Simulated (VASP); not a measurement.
A run of VASP 6.6.1 is set up as follows.

The input INCAR:

```
PREC = Accurate
ENCUT = 520
EDIFF = 1E-7
ISMEAR = -1
SIGMA = 0.06122561905347299
LREAL = F
LASPH = T
NELM = 100
ALGO = Normal
ISIF = 2
LWAVE = F
LCHARG = T
GGA = PE
LELF = T
LVHAR = T
NBANDS = 12
```

Contents of KPOINTS:

```
regular mesh
0
Gamma
  44 44 44
```

Contents of POSCAR:

```
V
1.0
    2.4158895685      0.0000000000      0.0000000000
    0.0000000000      2.4158895685      0.0000000000
    0.0000000000      0.0000000000      2.4158895685
V
1
Direct
    0.0000000000      0.0000000000      0.0000000000
```

Potentials or basis: VASP PAW PBE potentials, release 64 (V_sv).

Run with:

```sh
$ cat potpaw_PBE.64/V_sv/POTCAR > POTCAR
$ mpirun -np 1 vasp_std > vasp.out
```

Question: Predict the pressure.

Answer: 6.3 GPa.
